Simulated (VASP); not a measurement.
# KCl (Fm-3m) in VASP: vibrations by perturbation theory with PBEsol

Aim: the vibrations by perturbation theory of KCl with PBEsol.

Everything below comes from runs of VASP 6.6.1. Logs are shortened: lines on timing, memory, paths and dates and some standing lists are left out, and cuts for length are marked.

## (1) The cell of the first run

It takes space group Fm-3m (No. 225, cubic). The conventional cell has a = 6.241 Å, b = 6.241 Å, c = 6.241 Å, α = 90.00°, β = 90.00°, γ = 90.00°. Within 4.1 Å of K (site symmetry m-3m) lie 6 Cl at 3.12 Å. Cl (site symmetry m-3m) has 6 K at 3.12 Å within 4.1 Å.

## (2) Vibrations by perturbation theory, PBEsol

The input, INCAR:

```
  PREC = Accurate
  ENCUT = 520
  EDIFF = 1E-8
  ISMEAR = 0
  SIGMA = 0.05
  LREAL = False
  LASPH = True
  NELM = 80
  ALGO = Normal
  ISIF = 2
  LWAVE = False
  LCHARG = False
  GGA = PS
  IBRION = 8
  NSW = 1
```

The input, KPOINTS:

```
regular mesh
0
Gamma
  6 6 6
```

The input, POSCAR:

```
KCl
1.0
    0.0000000000     -3.1207041401     -3.1207041401
   -3.1207041401      0.0000000000     -3.1207041401
    3.1207041401      3.1207041401     -6.2414082803
K Cl
2 2
Direct
    0.5000000000      0.5000000000      0.5000000000
    0.0000000000      1.0000000000      0.0000000000
    0.7500000000      0.7500000000      0.7500000000
    0.2500000000      0.2500000000      0.2500000000
```

Potentials or basis: VASP PAW PBE potentials, release 64 (K_sv, Cl).

Launch:

```
> cat potpaw_PBE.64/K_sv/POTCAR potpaw_PBE.64/Cl/POTCAR > POTCAR
> mpirun -np 1 vasp_std > vasp.out
```

OUTCAR:

```text
PREC = Accurate
   ENCUT = 520
   EDIFF = 1E-8
   ISMEAR = 0
   LREAL = False
   LASPH = True
   NELM = 80
   ISIF = 2
   GGA = PS
   IBRION = 8
   NSW = 1

 ion  position               nearest neighbor table
   1  0.500  0.500  0.500-   4 3.12   4 3.12   3 3.12   3 3.12   3 3.12   4 3.12
   2  0.000  0.000  0.000-   3 3.12   3 3.12   4 3.12   4 3.12   3 3.12   4 3.12
   3  0.750  0.750  0.750-   1 3.12   1 3.12   2 3.12   2 3.12   1 3.12   2 3.12
   4  0.250  0.250  0.250-   2 3.12   2 3.12   1 3.12   1 3.12   1 3.12   2 3.12

  LATTYP: Found a trigonal (rhomboedric) cell.
 ALAT       =     7.6441327815
 COS(alpha) =     0.8333333333

  Lattice vectors:

 A1 = (   3.1207041401,   6.2414082802,  -3.1207041402)
 A2 = (   6.2414082802,   3.1207041401,  -3.1207041402)
 A3 = (   3.1207041401,   3.1207041401,  -6.2414082803)

Analysis of symmetry for initial positions (statically):
=====================================================================
 Subroutine PRICEL returns following result:

  LATTYP: Found a face centered cubic cell.
 ALAT       =     6.2414082803

  Lattice vectors:

 A1 = (   0.0000000000,  -3.1207041401,   3.1207041402)
 A2 = (   3.1207041401,  -3.1207041401,   0.0000000000)
 A3 = (   3.1207041401,   0.0000000000,   3.1207041401)

   2 primitive cells build up your supercell.

 Routine SETGRP: Setting up the symmetry group for a
 trigonal (rhombohedral) supercell.

 Subroutine GETGRP returns: Found 12 space group operations
 (whereof 12 operations were pure point group operations)
 out of a pool of 12 trial point group operations.

[... 758 lines left out ...]
      0.00000      0.00000      0.00000        -0.000000     -0.000000     -0.000000
      0.00000      0.00000     -9.36211         0.000000     -0.000000     -0.000000
      0.00000      0.00000     -3.12070         0.000000      0.000000      0.000000
 -----------------------------------------------------------------------------------
    total drift:                                0.000000     -0.000000     -0.000000

  FREE ENERGIE OF THE ION-ELECTRON SYSTEM (eV)
  ---------------------------------------------------
  free  energy   TOTEN  =       -14.0463400284 eV

  energy  without entropy=      -14.0463400284  energy(sigma->0) =      -14.04634003

[... ionic steps 2 to 9 ...]

--------------------------------------- Ionic step       10  -------------------------------------------

 Free energy of the ion-electron system (eV)
  ---------------------------------------------------
  ---------------------------------------------------
  free energy    TOTEN  =        -0.20353278 eV

  energy without entropy =       -0.20353278

------------------------ aborting loop because EDIFF is reached ----------------------------------------

 INTERNAL STRAIN TENSOR  FOR ION    3  DIRECTION 1   (eV/Angst):
 -----------------------------------------------------------------------------
    -0.00005 -0.00064  0.00064
    -0.00066  0.00005 -0.00072
     0.00066 -0.00072  0.00005

 INTERNAL STRAIN TENSOR FOR ION    4 for displacements in x,y,z  (eV/Angst):
          X           Y           Z          XY          YZ          ZX
  --------------------------------------------------------------------------------
  x     0.00000     0.00000     0.00000     0.00000     0.00000     0.00000
  y     0.00000     0.00000     0.00000     0.00000     0.00000     0.00000
  z     0.00000     0.00000     0.00000     0.00000     0.00000     0.00000

 SECOND DERIVATIVES (NOT SYMMETRIZED)
 ------------------------------------
               1X          1Y          1Z          2X          2Y          2Z          3X          3Y          3Z          4X          4Y          4Z
  1X    -1.746140   -0.324867    0.324867    0.396684    0.324644   -0.324644    0.674728    0.000111   -0.000111    0.674728    0.000111   -0.000111
  1Y    -0.324867   -1.746140    0.324867    0.324644    0.396684   -0.324644    0.000111    0.674728   -0.000111    0.000111    0.674728   -0.000111
  1Z     0.324867    0.324867   -1.746140   -0.324644   -0.324644    0.396684   -0.000111   -0.000111    0.674728   -0.000111   -0.000111    0.674728
  2X     0.396684    0.324644   -0.324644   -1.746140   -0.324867    0.324867    0.674728    0.000111   -0.000111    0.674728    0.000111   -0.000111
  2Y     0.324644    0.396684   -0.324644   -0.324867   -1.746140    0.324867    0.000111    0.674728   -0.000111    0.000111    0.674728   -0.000111
  2Z    -0.324644   -0.324644    0.396684    0.324867    0.324867   -1.746140   -0.000111   -0.000111    0.674728   -0.000111   -0.000111    0.674728
  3X     0.674976    0.000341   -0.000341    0.674976    0.000341   -0.000341   -1.680152   -0.215449    0.215449    0.330200    0.214767   -0.214767
  3Y     0.000341    0.674976   -0.000341    0.000341    0.674976   -0.000341   -0.215449   -1.680152    0.215449    0.214767    0.330200   -0.214767
  3Z    -0.000341   -0.000341    0.674976   -0.000341   -0.000341    0.674976    0.215449    0.215449   -1.680152   -0.214767   -0.214767    0.330200
  4X     0.674976    0.000341   -0.000341    0.674976    0.000341   -0.000341    0.330200    0.214767   -0.214767   -1.680152   -0.215449    0.215449
  4Y     0.000341    0.674976   -0.000341    0.000341    0.674976   -0.000341    0.214767    0.330200   -0.214767   -0.215449   -1.680152    0.215449
  4Z    -0.000341   -0.000341    0.674976   -0.000341   -0.000341    0.674976   -0.214767   -0.214767    0.330200    0.215449    0.215449   -1.680152

 Eigenvectors and eigenvalues of the dynamical matrix
 ----------------------------------------------------

   1 f  =    4.638410 THz    29.143988 2PiTHz  154.720698 cm-1    19.182913 meV
             X         Y         Z           dx          dy          dz
      0.000000  0.000000 -6.241408     0.408248    0.408248   -0.408248
      0.000000  0.000000  0.000000    -0.408248   -0.408248    0.408248
      0.000000  0.000000 -9.362112    -0.000000   -0.000000    0.000000
      0.000000  0.000000 -3.120704    -0.000000    0.000000    0.000000
[... 71 lines left out ...]
  12 f/i=    0.001101 THz     0.006920 2PiTHz    0.036737 cm-1     0.004555 meV
             X         Y         Z           dx          dy          dz
      0.000000  0.000000 -6.241408    -0.295722   -0.295722    0.295722
      0.000000  0.000000  0.000000    -0.295722   -0.295722    0.295722
      0.000000  0.000000 -9.362112    -0.281452   -0.281452    0.281452
      0.000000  0.000000 -3.120704    -0.281452   -0.281452    0.281452

--------------------------------------------------------------------------------------------------------

 ELASTIC MODULI CONTR FROM IONIC RELAXATION (kBar)
 Direction    XX          YY          ZZ          XY          YZ          ZX
 --------------------------------------------------------------------------------
 XX           0.0000      0.0000      0.0000      0.0000      0.0000      0.0000
 YY           0.0000      0.0000      0.0000      0.0000      0.0000      0.0000
 ZZ           0.0000      0.0000      0.0000      0.0000      0.0000      0.0000
 XY           0.0000      0.0000      0.0000      0.0000      0.0000      0.0000
 YZ           0.0000      0.0000      0.0000      0.0000      0.0000      0.0000
 ZX           0.0000      0.0000      0.0000      0.0000      0.0000      0.0000
 --------------------------------------------------------------------------------
```

OSZICAR:

```text
N       E                     dE             d eps       ncg     rms          rms(c)
DAV:   1     0.247473765972E+03    0.24747E+03   -0.14694E+04  1280   0.143E+03
DAV:   2     0.228400349671E+01   -0.24519E+03   -0.23685E+03  1752   0.350E+02
DAV:   3    -0.141320714933E+02   -0.16416E+02   -0.16370E+02  2048   0.818E+01
DAV:   4    -0.145141850878E+02   -0.38211E+00   -0.38110E+00  1732   0.125E+01
[... 56 lines left out ...]
RMM:  13    -0.203532827821E+00   -0.16831E-07   -0.11166E-06  7057   0.797E-05    0.518E-06
RMM:  14    -0.203532774293E+00    0.53527E-07    0.19814E-08  7264   0.443E-05    0.401E-06
RMM:  15    -0.203532781698E+00   -0.74051E-08   -0.21456E-07  7258   0.279E-05    0.221E-06
RMM:  16    -0.203532782801E+00   -0.11029E-08   -0.80048E-09  7015   0.210E-05    0.115E-06
 Linear response finished
```

Wall time 8.2 min (1 thread of Intel Xeon Platinum 8559C (Emerald Rapids), shared host); peak memory 0.54 GiB.

Results:

```yaml
Highest_phonon_frequency_at_Γ_LO-TO_splitting_left_out: 155 cm⁻¹
```

Phonon frequencies in cm⁻¹ (negative: imaginary):
| q point | frequencies |
| --- | --- |
| (0.000, 0.000, 0.000) | 0 0 0 102 102 110 110 140 140 141 148 155 |
